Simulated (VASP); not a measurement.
# SiNi (P2_13) in VASP: notebook

SiNi is run at these levels: PBE; tasks: single point, relaxation of cell and atoms.

Everything below comes from runs of VASP 6.6.1. Logs are shortened: lines on timing, memory, paths and dates and some standing lists are left out, and cuts for length are marked.

## (1) The cell of the first run

Symmetry: P2_13, No. 198, cubic system. The conventional cell has a = 4.520 Å, b = 4.520 Å, c = 4.520 Å, α = 90.00°, β = 90.00°, γ = 90.00°. Si (site symmetry 3) has 7 Ni at 2.37 to 2.45 Å and 6 Si at 2.79 Å within 3.1 Å. Ni (site symmetry 3) has 7 Si at 2.37 to 2.45 Å and 6 Ni at 2.78 Å within 3.1 Å.

## (2) Single point, PBE

Contents of INCAR:

```
ALGO     = Normal         # electronic algorithm
EDIFF    = 1E-6           # SCF threshold, eV
ENCUT    = 520            # plane-wave cutoff, eV
GGA      = PE             # functional
ISIF     = 2              # what is computed and relaxed
ISMEAR   = 0              # smearing method
LASPH    = True           # aspherical terms in the spheres
LCHARG   = False          # write CHGCAR
LREAL    = False          # projectors in reciprocal space
LWAVE    = False          # write WAVECAR
NBANDS   = 38             # bands
NELM     = 100            # most SCF steps
PREC     = Accurate       # precision mode
SIGMA    = 0.1            # smearing width, eV
```

Contents of KPOINTS:

```
k-points
0
Gamma
  4 4 4
```

Contents of POSCAR:

```
SiNi
1.0
    4.5202416880      0.0000000000      0.0000000000
    0.0000000000      4.5202416880      0.0000000000
    0.0000000000      0.0000000000      4.5202416880
Si Ni
4 4
Direct
    0.8463621845      0.8463621845      0.8463621845
    0.6536378155      0.1536378155      0.3463621845
    0.3463621845      0.6536378155      0.1536378155
    0.1536378155      0.3463621845      0.6536378155
    0.1489584246      0.1489584246      0.1489584246
    0.3510415754      0.8510415754      0.6489584246
    0.6489584246      0.3510415754      0.8510415754
    0.8510415754      0.6489584246      0.3510415754
```

Potentials or basis: VASP PAW PBE potentials, release 64 (Si, Ni).

On the command line:

```sh
$ cat potpaw_PBE.64/Si/POTCAR potpaw_PBE.64/Ni/POTCAR > POTCAR
$ mpirun -np 1 vasp_std > vasp.out
```

OUTCAR:

```text
EDIFF = 1E-6
   ENCUT = 520
   GGA = PE
   ISIF = 2
   ISMEAR = 0
   LASPH = True
   LREAL = False
   NELM = 100
   PREC = Accurate

 ion  position               nearest neighbor table
   1  0.846  0.846  0.846-   5 2.37   6 2.41   7 2.41   8 2.41   7 2.45   8 2.45   6 2.45   3 2.79
                             4 2.79   2 2.79   2 2.79   4 2.79   3 2.79
   2  0.654  0.154  0.346-   6 2.37   7 2.41   8 2.41   5 2.41   5 2.45   8 2.45   7 2.45   1 2.79
                             1 2.79   3 2.79   3 2.79   4 2.79   4 2.79
   3  0.346  0.654  0.154-   7 2.37   6 2.41   8 2.41   5 2.41   5 2.45   6 2.45   8 2.45   1 2.79
                             4 2.79   2 2.79   2 2.79   4 2.79   1 2.79
   4  0.154  0.346  0.654-   8 2.37   7 2.41   6 2.41   5 2.41   5 2.45   6 2.45   7 2.45   1 2.79
                             3 2.79   2 2.79   1 2.79   2 2.79   3 2.79
   5  0.149  0.149  0.149-   1 2.37   2 2.41   3 2.41   4 2.41   3 2.45   4 2.45   2 2.45   6 2.78
                             7 2.78   8 2.78   6 2.78   8 2.78   7 2.78
   6  0.351  0.851  0.649-   2 2.37   1 2.41   3 2.41   4 2.41   3 2.45   4 2.45   1 2.45   5 2.78
                             7 2.78   7 2.78   8 2.78   8 2.78   5 2.78
   7  0.649  0.351  0.851-   3 2.37   2 2.41   1 2.41   4 2.41   4 2.45   2 2.45   1 2.45   5 2.78
                             6 2.78   8 2.78   8 2.78   6 2.78   5 2.78
   8  0.851  0.649  0.351-   4 2.37   2 2.41   3 2.41   1 2.41   2 2.45   1 2.45   3 2.45   5 2.78
                             6 2.78   7 2.78   7 2.78   6 2.78   5 2.78

  LATTYP: Found a simple cubic cell.
 ALAT       =     4.5202416880

  Lattice vectors:

 A1 = (   4.5202416880,   0.0000000000,   0.0000000000)
 A2 = (   0.0000000000,   4.5202416880,   0.0000000000)
 A3 = (   0.0000000000,   0.0000000000,   4.5202416880)

Analysis of symmetry for initial positions (statically):
=====================================================================
 Subroutine PRICEL returns:
 Original cell was already a primitive cell.

 Routine SETGRP: Setting up the symmetry group for a
 simple cubic supercell.

 Subroutine GETGRP returns: Found 12 space group operations
 (whereof  3 operations were pure point group operations)
 out of a pool of 48 trial point group operations.

The static configuration has the point symmetry C_3 .
 The point group associated with its full space group is T   .

Analysis of symmetry for dynamics (positions and initial velocities):
=====================================================================
 Subroutine PRICEL returns:
 Original cell was already a primitive cell.

 Routine SETGRP: Setting up the symmetry group for a
 simple cubic supercell.

 Subroutine GETGRP returns: Found 12 space group operations
 (whereof  3 operations were pure point group operations)
 out of a pool of 48 trial point group operations.

The dynamic configuration has the point symmetry C_3 .
 The point group associated with its full space group is T   .

 Subroutine INISYM returns: Found 12 space group operations
 (whereof  3 operations are pure point group operations),
 and found     1 'primitive' translations

----------------------------------------------------------------------------------------

                                     Primitive cell

  volume of cell :      92.3602

  direct lattice vectors                    reciprocal lattice vectors
     4.520241688  0.000000000  0.000000000     0.221227109  0.000000000  0.000000000
     0.000000000  4.520241688  0.000000000     0.000000000  0.221227109  0.000000000
     0.000000000  0.000000000  4.520241688     0.000000000  0.000000000  0.221227109

  length of vectors
     4.520241688  4.520241688  4.520241688     0.221227109  0.221227109  0.221227109

  position of ions in fractional coordinates (direct lattice)
     0.846362185  0.846362185  0.846362185
     0.653637815  0.153637815  0.346362185
     0.346362185  0.653637815  0.153637815
     0.153637815  0.346362185  0.653637815
     0.148958425  0.148958425  0.148958425
     0.351041575  0.851041575  0.648958425
     0.648958425  0.351041575  0.851041575
     0.851041575  0.648958425  0.351041575

  ion indices of the primitive-cell ions
   primitive index   ion index
                 1           1
                 2           2
                 3           3
                 4           4
                 5           5
                 6           6
                 7           7
                 8           8

----------------------------------------------------------------------------------------

 KPOINTS: k-points

Automatic generation of k-mesh.
 Grid dimensions read from file:
 generate k-points for:    4    4    4

 Generating k-lattice:

  Cartesian coordinates                     Fractional coordinates (reciprocal lattice)
     0.055306777  0.000000000  0.000000000     0.250000000  0.000000000  0.000000000
     0.000000000  0.055306777  0.000000000     0.000000000  0.250000000  0.000000000
     0.000000000  0.000000000  0.055306777     0.000000000  0.000000000  0.250000000

  Length of vectors
     0.055306777  0.055306777  0.055306777

  Shift w.r.t. Gamma in fractional coordinates (k-lattice)
     0.000000000  0.000000000  0.000000000

 Subroutine IBZKPT returns following result:
 ===========================================

 Found     11 irreducible k-points:

 Following reciprocal coordinates:
            Coordinates               Weight
  0.000000  0.000000  0.000000      1.000000
  0.250000  0.000000  0.000000      6.000000
  0.500000  0.000000  0.000000      3.000000
  0.250000  0.250000  0.000000     12.000000
  0.500000  0.250000  0.000000      6.000000
 -0.250000  0.500000  0.000000      6.000000
  0.500000  0.500000  0.000000      3.000000
  0.250000  0.250000  0.250000      8.000000
  0.500000  0.250000  0.250000     12.000000
  0.500000  0.500000  0.250000      6.000000
  0.500000  0.500000  0.500000      1.000000
   k-points           NKPTS =     11   k-points in BZ     NKDIM =     11   number of bands    NBANDS=     38
   number of dos      NEDOS =    301   number of ions     NIONS =      8
   total plane-waves  NPLWV =  46656
   dimension x,y,z NGX =    36 NGY =   36 NGZ =   36
   dimension x,y,z NGXF=    72 NGYF=   72 NGZF=   72
   ions per type =               4   4
   NGX,Y,Z   is equivalent  to a cutoff of  13.24, 13.24, 13.24 a.u.
   NGXF,Y,Z  is equivalent  to a cutoff of  26.48, 26.48, 26.48 a.u.
 SYSTEM =  unknown system
   PREC   = accura    normal or accurate (medium, high low for compatibility)
   ISTART =      0    job   : 0-new  1-cont  2-samecut
   ICHARG =      2    charge: 1-file 2-atom 10-const
   ISPIN  =      1    spin polarized calculation?
   LNONCOLLINEAR =      F non collinear calculations
   LSORBIT =      F    spin-orbit coupling
   LASPH  =      T    aspherical Exc in radial PAW
   ENCUT  =  520.0 eV  38.22 Ry    6.18 a.u.   8.40  8.40  8.40*2*pi/ulx,y,z
   NELM   =    100;   NELMIN=  2; NELMDL= -5     # of ELM steps
   EDIFF  = 0.1E-05   stopping-criterion for ELM
   LREAL  =      F    real-space projection
   EDIFFG = 0.1E-04   stopping-criterion for IOM
   NSW    =      0    number of steps for IOM
   IBRION =     -1    ionic relax: 0-MD 1-quasi-New 2-CG
   NFREE  =      0    steps in history (QN), initial steepest desc. (CG)
   ISIF   =      2    stress and relaxation
   ISYM   =      2    0-nonsym 1-usesym 2-fastsym
   POTIM  = 0.5000    time-step for ionic-motion
   TEBEG  =    0.0;   TEEND  =   0.0 temperature during run
   PSTRESS=    0.0 pullay stress
   NELECT =      56.0000    total number of electrons
   NUPDOWN=      -1.0000    fix difference up-down
   EMIN   =  10.00;   EMAX   =-10.00  energy-range for DOS
   EFERMI =   0.00;   METHOD = LEGACY
   ISMEAR =     0;   SIGMA  =   0.10  broadening in eV -4-tet -1-fermi 0-gaus
   EFERMI_NEDOS =   21; number of points for ismear=-14 and -15
   IALGO  =     38    algorithm
   IMIX   =      4    mixing-type and parameters
     AMIX     =   0.40;   BMIX     =  1.00
     AMIX_MAG =   1.60;   BMIX_MAG =  1.00
  volume/ion in A,a.u.               =      11.55        77.91
  Fermi-wavevector in a.u.,A,eV,Ry     =   1.385615  2.618432 26.122212  1.919928
  Thomas-Fermi vector in A             =   2.510008
   LORBIT       =      0    0 simple, 1 ext, 2 COOP (PROOUT), +10 PAW based schemes
   GGA     = PE    functional components
   LHFCALC =     F    Hartree Fock is set to
   AEXX    =    0.0000 exact exchange contribution
   IVDW    =     0    specifies the selected vdW correction
   LEPSILON=     F    determine dielectric tensor
   LRPA    =     F    only Hartree local field effects (RPA)
 non-spin polarized calculation
 Gauss-broadening in eV      SIGMA  =   0.10
  energy-cutoff  :      520.00
  volume of cell :       92.36
 maximum number of plane-waves:      2517
 NGX is ok and might be reduce to    36
   NGX = 17   NGY = 17   NGZ = 17

 number of electron      56.0000006 magnetization

 Free energy of the ion-electron system (eV)
  ---------------------------------------------------
  ext. energy  EPLUGINS =         0.00000000
  ---------------------------------------------------
  free energy    TOTEN  =       -46.79249224 eV

  energy without entropy =      -46.76581907  energy(sigma->0) =      -46.77915565

 E-fermi :  11.7918     XC(G=0): -12.5103

 val. band max:       11.7807121817   @ k =   0.2500   0.2500   0.0000
 cond. band min:      11.8163651180   @ k =   0.2500   0.0000   0.0000
 fundamental gap:      0.0356529363
 Fermi energy:        11.7917829607

 k-point     1 :       0.0000    0.0000    0.0000
  band No.  band energies     occupation
      1      -2.3300      2.00000
      2       3.0290      2.00000
      3       3.0290      2.00000
      4       3.0290      2.00000
      5       5.5601      2.00000
      6       5.5601      2.00000
[... 30 lines left out ...]
     37      16.2921      0.00000
     38      16.2921      0.00000
[... 408 lines left out ...]
     37      18.2623      0.00000
     38      18.2623      0.00000

------------------------ aborting loop because EDIFF is reached ----------------------------------------

  FORCE on cell =-STRESS in cart. coord.  units (eV):
  Direction    XX          YY          ZZ          XY          YZ          ZX
  --------------------------------------------------------------------------------------
  -------------------------------------------------------------------------------------
  Total       -0.0010625     -0.0010625     -0.0010625      0.0000000      0.0000000      0.0000000
  in kB       -0.0184318     -0.0184318     -0.0184318      0.0000000      0.0000000      0.0000000
  external PRESSURE =      -0.0184318 kB  Pullay stress =       0.0000000 kB

 VOLUME and BASIS-vectors are now :
 -----------------------------------------------------------------------------
  energy-cutoff  :      520.00
  volume of cell :       92.36
      direct lattice vectors                 reciprocal lattice vectors
     4.520241688  0.000000000  0.000000000     0.221227109  0.000000000  0.000000000
     0.000000000  4.520241688  0.000000000     0.000000000  0.221227109  0.000000000
     0.000000000  0.000000000  4.520241688     0.000000000  0.000000000  0.221227109

 POSITION                                       TOTAL-FORCE (eV/Angst)
 -----------------------------------------------------------------------------------
      3.82576      3.82576      3.82576         0.002348      0.002348      0.002348
      2.95460      0.69448      1.56564        -0.002348     -0.002348      0.002348
      1.56564      2.95460      0.69448         0.002348     -0.002348     -0.002348
      0.69448      1.56564      2.95460        -0.002348      0.002348     -0.002348
      0.67333      0.67333      0.67333        -0.001436     -0.001436     -0.001436
      1.58679      3.84691      2.93345         0.001436      0.001436     -0.001436
      2.93345      1.58679      3.84691        -0.001436      0.001436      0.001436
      3.84691      2.93345      1.58679         0.001436     -0.001436      0.001436
 -----------------------------------------------------------------------------------
    total drift:                                0.000000      0.000000     -0.000000

  FREE ENERGIE OF THE ION-ELECTRON SYSTEM (eV)
  ---------------------------------------------------
  free  energy   TOTEN  =       -46.7924922416 eV

  energy  without entropy=      -46.7658190651  energy(sigma->0) =      -46.77915565
```

Wall time 61 s (1 thread of Intel Xeon 8259CL, shared host); peak memory 0.21 GiB.

Results:

| Quantity | Value |
| --- | --- |
| Free energy | -46.7925 eV |
| Pressure | 0.0 GPa |
| Largest force | 0.004 eV/Å |
| Band gap on the k mesh | zero (bands 28 and 29 overlap by 1.16 eV) |

Forces in eV/Å, atoms in the order of the input:
```
Si   0.002  0.002  0.002
Si  -0.002 -0.002  0.002
Si   0.002 -0.002 -0.002
Si  -0.002  0.002 -0.002
Ni  -0.001 -0.001 -0.001
Ni   0.001  0.001 -0.001
Ni  -0.001  0.001  0.001
Ni   0.001 -0.001  0.001
```

Spin polarisation is off, so any magnetic state and its effect on volume and gap are missing.

## (3) Single point, PBE

Contents of INCAR:

```
PREC = Accurate ; ENCUT = 520
EDIFF = 1E-7 ; ISMEAR = 0
SIGMA = 0.1 ; LREAL = F
LASPH = T ; NELM = 80
ALGO = Normal ; ISIF = 2
LWAVE = F ; LCHARG = F
GGA = PE ; NBANDS = 38
```

Contents of KPOINTS:

```
Automatic mesh
0
Gamma
  8 8 8
```

Contents of POSCAR:

```
SiNi
1.0
    4.5186089316      0.0000000000      0.0000000000
    0.0000000000      4.5186089316      0.0000000000
    0.0000000000      0.0000000000      4.5186089316
Si Ni
4 4
Direct
    0.8464146072      0.8464146072      0.8464146072
    0.6535853928      0.1535853928      0.3464146072
    0.3464146072      0.6535853928      0.1535853928
    0.1535853928      0.3464146072      0.6535853928
    0.1488402113      0.1488402113      0.1488402113
    0.3511597887      0.8511597887      0.6488402113
    0.6488402113      0.3511597887      0.8511597887
    0.8511597887      0.6488402113      0.3511597887
```

Potentials or basis: VASP PAW PBE potentials, release 64 (Si, Ni).

On the command line:

```sh
$ cat potpaw_PBE.64/Si/POTCAR potpaw_PBE.64/Ni/POTCAR > POTCAR
$ mpirun -np 1 vasp_std > vasp.out
```

Wall time 4.8 min (1 thread of Intel Xeon 8259CL, shared host); peak memory 0.28 GiB.

Results (log left out):

```yaml
Free_energy: -46.8386 eV
Pressure: 0.1 GPa
Largest_force: 0.006 eV/Å
Band_gap_on_the_k_mesh: zero (bands 28 and 29 overlap by 1.15 eV)
```

Forces in eV/Å, atoms in the order of the input:
```
Si   0.001  0.001  0.001
Si  -0.001 -0.001  0.001
Si   0.001 -0.001 -0.001
Si  -0.001  0.001 -0.001
Ni  -0.004 -0.004 -0.004
Ni   0.004  0.004 -0.004
Ni  -0.004  0.004  0.004
Ni   0.004 -0.004  0.004
```

Levels at points of the mesh, in eV from the Fermi level:
```
           k point  band 25  band 26  band 27  band 28  band 29  band 30  band 31  band 32
(0.00, 0.00, 0.00)    -1.55    -1.55    -1.55     0.97     0.97     0.97     1.41     1.41
(0.50, 0.00, 0.00)    -1.91    -1.91    -0.56    -0.56    -0.18    -0.18     2.74     2.74
(0.50, 0.50, 0.00)    -1.46    -1.46    -0.93    -0.93     0.35     0.35     0.89     0.89
(0.50, 0.50, 0.50)    -1.71    -1.71    -1.71    -1.71     4.14     4.14     4.14     4.14
```

Spin polarisation is off, so any magnetic state and its effect on volume and gap are missing.

## (4) Relaxation of cell and atoms, PBE

This run uses another cell than the first one, of 11.37 Å³/atom.

Contents of INCAR:

```
PREC = Accurate ; ENCUT = 600
EDIFF = 1E-7 ; ISMEAR = 0
SIGMA = 0.1 ; LREAL = F
LASPH = T ; NELM = 60
ALGO = Normal ; ISIF = 3
LWAVE = F ; LCHARG = F
GGA = PE ; IBRION = 2
NSW = 90 ; EDIFFG = -0.04
```

Contents of KPOINTS:

```
regular mesh
0
Gamma
  4 4 4
```

Contents of POSCAR:

```
SiNi
1.0
    4.4967800000      0.0000000000      0.0000000000
    0.0000000000      4.4967800000      0.0000000000
    0.0000000000      0.0000000000      4.4967800000
Si Ni
4 4
Direct
    0.8601000000      0.8601000000      0.8601000000
    0.6399000000      0.1399000000      0.3601000000
    0.3601000000      0.6399000000      0.1399000000
    0.1399000000      0.3601000000      0.6399000000
    0.1470000000      0.1470000000      0.1470000000
    0.3530000000      0.8530000000      0.6470000000
    0.6470000000      0.3530000000      0.8530000000
    0.8530000000      0.6470000000      0.3530000000
```

On the command line:

```sh
$ cat potpaw_PBE.64/Si/POTCAR potpaw_PBE.64/Ni/POTCAR > POTCAR
$ mpirun -np 1 vasp_std > vasp.out
```

It took 6.1 min on 1 thread of Intel Xeon 8259CL, shared host; peak memory 0.22 GiB.

It converged, with:

```yaml
Free_energy: -46.7904 eV
Relaxed_volume: 11.55 Å³/atom
Relaxed_cell: a = 4.521 Å, b = 4.521 Å, c = 4.521 Å, α = 90.00°, β = 90.00°, γ = 90.00°
Space_group_after_relaxing_to_0.1_Å: P2_13 (No. 198)
Energy_gained_by_relaxing: 33.4 meV/atom
Ionic_steps: 7
Pressure_after_relaxing: -0.1 GPa
Largest_force_after_relaxing: 0.039 eV/Å
Band_gap_on_the_k_mesh: zero (bands 28 and 29 overlap by 1.15 eV)
```

Forces on the atoms (eV/Å):
```
Si   0.002  0.002  0.002
Si  -0.002 -0.002  0.002
Si   0.002 -0.002 -0.002
Si  -0.002  0.002 -0.002
Ni  -0.023 -0.023 -0.023
Ni   0.023  0.023 -0.023
Ni  -0.023  0.023  0.023
Ni   0.023 -0.023  0.023
```

The path:
```tsv
step	energy change (eV)	largest force (eV/Å)	pressure (GPa)	volume (Å³)
1	0.0000	1.1917	3.99	90.93
2	-0.1901	0.4524	-4.05	94.70
3	-0.1903	0.4369	-4.23	94.80
4	-0.2655	0.0457	0.64	92.01
5	-0.2656	0.0538	0.43	92.10
6	-0.2668	0.0401	-0.02	92.35
7	-0.2669	0.0393	-0.12	92.40
```

Final structure:
```yaml
crystal:
  lattice:
    - [4.52094, 0.00000, 0.00000]
    - [0.00000, 4.52094, 0.00000]
    - [0.00000, 0.00000, 4.52094]
  atoms:
    - { symbol: Si, position: [0.84642, 0.84642, 0.84642] }
    - { symbol: Si, position: [0.65358, 0.15358, 0.34642] }
    - { symbol: Si, position: [0.34642, 0.65358, 0.15358] }
    - { symbol: Si, position: [0.15358, 0.34642, 0.65358] }
    - { symbol: Ni, position: [0.15001, 0.15001, 0.15001] }
    - { symbol: Ni, position: [0.34999, 0.84999, 0.65001] }
    - { symbol: Ni, position: [0.65001, 0.34999, 0.84999] }
    - { symbol: Ni, position: [0.84999, 0.65001, 0.34999] }
```

Levels at points of the mesh, in eV from the Fermi level:
```
           k point  band 24  band 25  band 26  band 27  band 28  band 29  band 30  band 31  band 32  band 33
(0.00, 0.00, 0.00)    -2.25    -1.62    -1.62    -1.62     0.89     0.89     0.89     1.32     1.32     1.96
(0.50, 0.00, 0.00)    -2.12    -1.99    -1.99    -0.64    -0.64    -0.26    -0.26     2.65     2.65     2.81
(0.50, 0.50, 0.00)    -2.40    -1.53    -1.53    -1.00    -1.00     0.27     0.27     0.81     0.81     3.85
(0.50, 0.50, 0.50)    -2.63    -1.79    -1.79    -1.79    -1.79     4.07     4.07     4.07     4.07     4.44
```

Spin polarisation is off, so any magnetic state and its effect on volume and gap are missing. PBE usually gives volumes a little too large and moduli too small.

(Part 1 of 2 ends here.)
